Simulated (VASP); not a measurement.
Input of a VASP 6.6.1 run:

The input POSCAR:

```
AgBr
1.0
    0.0000000000      2.8927333520      2.8927333520
    2.8927333520      0.0000000000      2.8927333520
    2.8927333520      2.8927333520      0.0000000000
Ag Br
1 1
Direct
    0.0000000000      0.0000000000      0.0000000000
    0.5000000000      0.5000000000      0.5000000000
```

Contents of INCAR.step1:

```
ALGO = Normal ; EDIFF = 1E-5
ENCUT = 550 ; GGA = PE
GGA_COMPAT = False ; ISMEAR = 0
LASPH = True ; LCHARG = False
LREAL = False ; LWAVE = True
NBANDS = 16 ; NELM = 120
PREC = Accurate ; SIGMA = 0.01
```

INCAR.step2

```
ALGO = Normal ; EDIFF = 1E-6
ENCUT = 550 ; GGA_COMPAT = False
ISIF = 2 ; ISMEAR = 0
ISTART = 1 ; LASPH = True
LCHARG = False ; LMIXTAU = True
LREAL = False ; LWAVE = False
METAGGA = R2SCAN ; NBANDS = 16
NELM = 120 ; PREC = Accurate
SIGMA = 0.01
```

Contents of KPOINTS:

```
k-points
0
Gamma
  8 8 8
```

Potentials or basis: VASP PAW PBE potentials, release 64 (Ag, Br).

Launch:

```bash
$ cat potpaw_PBE.64/Ag/POTCAR potpaw_PBE.64/Br/POTCAR > POTCAR
$ cp INCAR.step1 INCAR
$ mpirun -np 1 vasp_std > vasp.out
$ cp INCAR.step2 INCAR
$ mpirun -np 1 vasp_std > vasp.out
```

**Question.** Estimate the pressure.

**Answer.** -0.1 GPa.

**Question.** What does it give for the band gap on the k mesh?

**Answer.** 1.25 eV, indirect (least direct gap 3.19 eV).

Caveat: the PAW data sets were made with another functional, which shifts forces and pressure a little. A k mesh can miss the band edges.
